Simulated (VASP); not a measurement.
# ZnCu (R-3m) in VASP: a series of runs, part 3 of 3

VASP 6.6.1. Earlier steps stand in the parts before.

## (4) Single point, PBEsol (12.29 Å³/atom)

The input, INCAR:

```
  PREC = Accurate
  ENCUT = 520
  EDIFF = 1E-6
  ISMEAR = 0
  SIGMA = 0.15
  LREAL = False
  LASPH = True
  NELM = 100
  ALGO = Fast
  ISIF = 2
  LWAVE = False
  LCHARG = False
  GGA = PS
  NBANDS = 18
```

The input, KPOINTS:

```
regular mesh
0
Gamma
  18 18 18
```

The input, POSCAR:

```
ZnCu
1.0
    2.9424672029      0.3304235252      0.3304235252
    0.3304235252      2.9424672029      0.3304235252
    0.3304235252      0.3304235252      2.9424672029
Zn Cu
1 1
Direct
    0.5000000000      0.5000000000      0.5000000000
    0.0000000000      0.0000000000      0.0000000000
```

Potentials or basis: VASP PAW PBE potentials, release 64 (Zn, Cu).

Started as:

```sh
$ cat potpaw_PBE.64/Zn/POTCAR potpaw_PBE.64/Cu/POTCAR > POTCAR
$ mpirun -np 1 vasp_std > vasp.out
```

OUTCAR:

```text
PREC = Accurate
   ENCUT = 520
   EDIFF = 1E-6
   ISMEAR = 0
   LREAL = False
   LASPH = True
   NELM = 100
   ISIF = 2
   GGA = PS

 ion  position               nearest neighbor table
   1  0.500  0.500  0.500-   2 2.37   2 2.37   2 2.37   2 2.37   2 2.37   2 2.37
   2  0.000  0.000  0.000-   1 2.37   1 2.37   1 2.37   1 2.37   1 2.37   1 2.37

  LATTYP: Found a trigonal (rhomboedric) cell.
 ALAT       =     2.9793409761
 COS(alpha) =     0.2313644798

  Lattice vectors:

 A1 = (   2.9424672029,   0.3304235252,   0.3304235252)
 A2 = (   0.3304235252,   2.9424672029,   0.3304235252)
 A3 = (   0.3304235252,   0.3304235252,   2.9424672029)

Analysis of symmetry for initial positions (statically):
=====================================================================
 Subroutine PRICEL returns:
 Original cell was already a primitive cell.

 Routine SETGRP: Setting up the symmetry group for a
 trigonal (rhombohedral) supercell.

 Subroutine GETGRP returns: Found 12 space group operations
 (whereof 12 operations were pure point group operations)
 out of a pool of 12 trial point group operations.

The static configuration has the point symmetry D_3d.

Analysis of symmetry for dynamics (positions and initial velocities):
=====================================================================
 Subroutine PRICEL returns:
 Original cell was already a primitive cell.

 Routine SETGRP: Setting up the symmetry group for a
 trigonal (rhombohedral) supercell.

 Subroutine GETGRP returns: Found 12 space group operations
 (whereof 12 operations were pure point group operations)
 out of a pool of 12 trial point group operations.

The dynamic configuration has the point symmetry D_3d.

 Subroutine INISYM returns: Found 12 space group operations
 (whereof 12 operations are pure point group operations),
 and found     1 'primitive' translations

----------------------------------------------------------------------------------------

                                     Primitive cell

  volume of cell :      24.5846

  direct lattice vectors                    reciprocal lattice vectors
     2.942467203  0.330423525  0.330423525     0.347735421 -0.035106569 -0.035106569
     0.330423525  2.942467203  0.330423525    -0.035106569  0.347735421 -0.035106569
     0.330423525  0.330423525  2.942467203    -0.035106569 -0.035106569  0.347735421

  length of vectors
     2.979340976  2.979340976  2.979340976     0.351261819  0.351261819  0.351261819

  position of ions in fractional coordinates (direct lattice)
     0.500000000  0.500000000  0.500000000
     0.000000000  0.000000000  0.000000000

  ion indices of the primitive-cell ions
   primitive index   ion index
                 1           1
                 2           2

----------------------------------------------------------------------------------------

 KPOINTS: regular mesh

Automatic generation of k-mesh.
 Grid dimensions read from file:
 generate k-points for:   18   18   18

 Generating k-lattice:

  Cartesian coordinates                     Fractional coordinates (reciprocal lattice)
     0.019318635 -0.001950365 -0.001950365     0.055555556  0.000000000  0.000000000
    -0.001950365  0.019318635 -0.001950365     0.000000000  0.055555556  0.000000000
    -0.001950365 -0.001950365  0.019318635     0.000000000  0.000000000  0.055555556

  Length of vectors
     0.019514546  0.019514546  0.019514546

  Shift w.r.t. Gamma in fractional coordinates (k-lattice)
     0.000000000  0.000000000  0.000000000

 Subroutine IBZKPT returns following result:
 ===========================================

 Found    580 irreducible k-points:

 Following reciprocal coordinates:
            Coordinates               Weight
  0.000000  0.000000  0.000000      1.000000
  0.055556  0.000000  0.000000      6.000000
  0.111111  0.000000  0.000000      6.000000
  0.166667  0.000000  0.000000      6.000000
  0.222222  0.000000  0.000000      6.000000
  0.277778  0.000000  0.000000      6.000000
[... 16 lines left out ...]
 -0.277778  0.055556 -0.000000     12.000000
 -0.222222  0.055556  0.000000     12.000000
 [... further k-points ...]
   k-points           NKPTS =    580   k-points in BZ     NKDIM =    580   number of bands    NBANDS=     18
   number of dos      NEDOS =    301   number of ions     NIONS =      2
   total plane-waves  NPLWV =  13824
   dimension x,y,z NGX =    24 NGY =   24 NGZ =   24
   dimension x,y,z NGXF=    48 NGYF=   48 NGZF=   48
   ions per type =               1   1
   NGX,Y,Z   is equivalent  to a cutoff of  13.39, 13.39, 13.39 a.u.
   NGXF,Y,Z  is equivalent  to a cutoff of  26.78, 26.78, 26.78 a.u.
 SYSTEM =  unknown system
   PREC   = accura    normal or accurate (medium, high low for compatibility)
   ISTART =      0    job   : 0-new  1-cont  2-samecut
   ICHARG =      2    charge: 1-file 2-atom 10-const
   ISPIN  =      1    spin polarized calculation?
   LNONCOLLINEAR =      F non collinear calculations
   LSORBIT =      F    spin-orbit coupling
   LASPH  =      T    aspherical Exc in radial PAW
   ENCUT  =  520.0 eV  38.22 Ry    6.18 a.u.   5.54  5.54  5.54*2*pi/ulx,y,z
   NELM   =    100;   NELMIN=  2; NELMDL= -5     # of ELM steps
   EDIFF  = 0.1E-05   stopping-criterion for ELM
   LREAL  =      F    real-space projection
   EDIFFG = 0.1E-04   stopping-criterion for IOM
   NSW    =      0    number of steps for IOM
   IBRION =     -1    ionic relax: 0-MD 1-quasi-New 2-CG
   NFREE  =      0    steps in history (QN), initial steepest desc. (CG)
   ISIF   =      2    stress and relaxation
   ISYM   =      2    0-nonsym 1-usesym 2-fastsym
   POTIM  = 0.5000    time-step for ionic-motion
   TEBEG  =    0.0;   TEEND  =   0.0 temperature during run
   PSTRESS=    0.0 pullay stress
   NELECT =      23.0000    total number of electrons
   NUPDOWN=      -1.0000    fix difference up-down
   EMIN   =  10.00;   EMAX   =-10.00  energy-range for DOS
   EFERMI =   0.00;   METHOD = LEGACY
   ISMEAR =     0;   SIGMA  =   0.15  broadening in eV -4-tet -1-fermi 0-gaus
   EFERMI_NEDOS =   21; number of points for ismear=-14 and -15
   IALGO  =     68    algorithm
   IMIX   =      4    mixing-type and parameters
     AMIX     =   0.40;   BMIX     =  1.00
     AMIX_MAG =   1.60;   BMIX_MAG =  1.00
  volume/ion in A,a.u.               =      12.29        82.95
  Fermi-wavevector in a.u.,A,eV,Ry     =   1.601142  3.025719 34.880641  2.563655
  Thomas-Fermi vector in A             =   2.698167
   LORBIT       =      0    0 simple, 1 ext, 2 COOP (PROOUT), +10 PAW based schemes
   GGA     = PS    functional components
   LHFCALC =     F    Hartree Fock is set to
   AEXX    =    0.0000 exact exchange contribution
   IVDW    =     0    specifies the selected vdW correction
   LEPSILON=     F    determine dielectric tensor
   LRPA    =     F    only Hartree local field effects (RPA)
 non-spin polarized calculation
 RMM-DIIS sequential band-by-band and
 Gauss-broadening in eV      SIGMA  =   0.15
  energy-cutoff  :      520.00
  volume of cell :       24.58
 maximum number of plane-waves:       677
 NGX is ok and might be reduce to    24
   NGX = 11   NGY = 11   NGZ = 11

 number of electron      23.0000000 magnetization

 Free energy of the ion-electron system (eV)
  ---------------------------------------------------
  ext. energy  EPLUGINS =         0.00000000
  ---------------------------------------------------
  free energy    TOTEN  =        -5.51234296 eV

  energy without entropy =       -5.50693146  energy(sigma->0) =       -5.50963721

 E-fermi :   5.8977     XC(G=0): -12.7472

 val. band max:        5.8932702743   @ k =   0.4444   0.2778   0.1667
 cond. band min:       5.9004062013   @ k =   0.4444   0.4444   0.0556
 fundamental gap:      0.0071359270
 Fermi energy:         5.8976968396

 k-point     1 :       0.0000    0.0000    0.0000
  band No.  band energies     occupation
      1      -4.9269      2.00000
      2      -2.2638      2.00000
      3      -2.2638      2.00000
      4      -1.9074      2.00000
      5      -1.9074      2.00000
      6      -1.5055      2.00000
[... 10 lines left out ...]
     17      19.6924      0.00000
     18      24.7564      0.00000
[... 463 lines left out ...]
 k-point    24 :      -0.2222    0.0556    0.0000
  band No.  band energies     occupation
      1      -3.8470      2.00000
      2      -2.1506      2.00000
      3      -2.1022      2.00000
      4      -1.8399      2.00000
      5      -1.7841      2.00000
      6      -1.5221      2.00000
[... 10 lines left out ...]
     17      21.0922      0.00000
     18      22.4476      0.00000

 [... further k-points ...]

------------------------ aborting loop because EDIFF is reached ----------------------------------------

  FORCE on cell =-STRESS in cart. coord.  units (eV):
  Direction    XX          YY          ZZ          XY          YZ          ZX
  --------------------------------------------------------------------------------------
  -------------------------------------------------------------------------------------
  Total        1.7795727      1.7795727      1.7795727     -1.2363423     -1.2363423     -1.2363423
  in kB      115.9747114    115.9747114    115.9747114    -80.5723972    -80.5723972    -80.5723972
  external PRESSURE =     115.9747114 kB  Pullay stress =       0.0000000 kB

 VOLUME and BASIS-vectors are now :
 -----------------------------------------------------------------------------
  energy-cutoff  :      520.00
  volume of cell :       24.58
      direct lattice vectors                 reciprocal lattice vectors
     2.942467203  0.330423525  0.330423525     0.347735421 -0.035106569 -0.035106569
     0.330423525  2.942467203  0.330423525    -0.035106569  0.347735421 -0.035106569
     0.330423525  0.330423525  2.942467203    -0.035106569 -0.035106569  0.347735421

 POSITION                                       TOTAL-FORCE (eV/Angst)
 -----------------------------------------------------------------------------------
      1.80166      1.80166      1.80166         0.000000      0.000000     -0.000000
      0.00000      0.00000      0.00000        -0.000000     -0.000000      0.000000
 -----------------------------------------------------------------------------------
    total drift:                               -0.000000      0.000000     -0.000000

  FREE ENERGIE OF THE ION-ELECTRON SYSTEM (eV)
  ---------------------------------------------------
  free  energy   TOTEN  =        -5.5123429594 eV

  energy  without entropy=       -5.5069314561  energy(sigma->0) =       -5.50963721
```

stdout:

```text
POSCAR found type information on POSCAR ZnCu
 POSCAR found :  2 types and       2 ions
 scaLAPACK will be used
 -----------------------------------------------------------------------------
|                                                                             |
|                                                                             |
|     You enforced a specific xc type in the INCAR file but a different       |
|     I HOPE YOU KNOW WHAT YOU ARE DOING!                                     |
|                                                                             |
 -----------------------------------------------------------------------------

 LDA part: xc-table for (Slater+PW92), standard interpolation
 POSCAR, INCAR and KPOINTS ok, starting setup
 FFT: planning ... GRIDC
 FFT: planning ... GRID_SOFT
 FFT: planning ... GRID
 WAVECAR not read
 entering main loop
WARNING in EDDRMM: call to ZHEGV failed, returncode =   8  4     16
WARNING in EDDRMM: call to ZHEGV failed, returncode =   6  3     17
```

It took 5.5 min on 1 thread of Intel Xeon 8259CL, shared host; peak memory 0.37 GiB.

What came out:

```
Free energy            : -5.5123 eV
Pressure               : 11.6 GPa
Band gap on the k mesh : zero (an odd number of electrons rules out a gap without spin polarisation)
```

Caveat: the cell stands under pressure; the PAW data sets were made with another functional, which shifts forces and pressure a little.

## (5) Single point, PBEsol (13.28 Å³/atom)

This run uses another cell than the first one, of 13.28 Å³/atom.

The input, INCAR:

```
SYSTEM = ZnCu
ALGO = Fast ; EDIFF = 1E-6
ENCUT = 520 ; GGA = PS
ISIF = 2 ; ISMEAR = 0
LASPH = .TRUE. ; LCHARG = .TRUE.
LELF = .TRUE. ; LREAL = .FALSE.
LVHAR = .TRUE. ; LWAVE = .FALSE.
NBANDS = 18 ; NELM = 60
PREC = Accurate ; SIGMA = 0.15
```

The input, KPOINTS:

```
k-points
0
G
  18 18 18
  0 0 0
```

The input, POSCAR:

```
ZnCu
1.0
    2.9920497891      0.1644708421      0.1644708421
    0.1644708421      2.9920497891      0.1644708421
    0.1644708421      0.1644708421      2.9920497891
Zn Cu
1 1
Direct
    0.5000000000      0.5000000000      0.5000000000
    0.0000000000      0.0000000000      0.0000000000
```

Started as:

```sh
$ cat potpaw_PBE.64/Zn/POTCAR potpaw_PBE.64/Cu/POTCAR > POTCAR
$ mpirun -np 1 vasp_std > vasp.out
```

It took 4.9 min on 1 thread of Intel Xeon 8259CL, shared host; peak memory 0.39 GiB.

Results (log left out):

- Free energy: -5.8902 eV
- Pressure: -4.9 GPa
- Band gap on the k mesh: zero (an odd number of electrons rules out a gap without spin polarisation)

Stress tensor (GPa, compression positive):
```
-4.89 -5.13 -5.13
-5.13 -4.89 -5.13
-5.13 -5.13 -4.89
```

Levels at points of the mesh, in eV from the Fermi level:
```
           k point  band 7  band 8  band 9  band 10  band 11  band 12  band 13  band 14  band 15  band 16
(0.00, 0.00, 0.00)   -3.45   -3.45   -2.72    -2.71    -2.71     5.88     5.88     6.97    11.19    11.19
(0.50, 0.00, 0.00)   -5.08   -3.63   -3.28    -3.14    -2.81    -2.01    10.72    10.86    10.93    11.25
(0.50, 0.50, 0.00)   -3.33   -2.84   -2.82    -2.49    -2.37    -1.04     0.85     2.93    10.49    15.42
(0.50, 0.50, 0.50)   -4.11   -4.11   -2.49    -2.49     1.29     2.29     5.08     5.08     5.16     5.16
```

Caveat: the cell stands under tension; the PAW data sets were made with another functional, which shifts forces and pressure a little.

## (6) The runs side by side

```csv
cell,gap on the mesh (eV),pressure (GPa)
"a = 3.396 Å, angles 55.2°, 2 atoms",none,20.8
"a = 2.924 Å, angles 95.8°, 2 atoms",none,6.7
"a = 2.979 Å, angles 76.6°, 2 atoms",none,11.6
"a = 3.001 Å, angles 83.6°, 2 atoms",none,-4.9
```

Alike in all rows: task single point; level PBEsol; potentials or basis VASP PAW PBE potentials, release 64 (Zn, Cu); no spin polarisation; k mesh 18 × 18 × 18; cutoff (eV) 520; smearing gaussian 0.15 eV.

Caveats: the PAW data sets were made with another functional, which shifts forces and pressure a little; the cell stands under pressure (at least some runs); the cell stands under tension (at least some runs).

Total energies depend on the potentials used, so only differences within one code and one set of settings carry meaning.
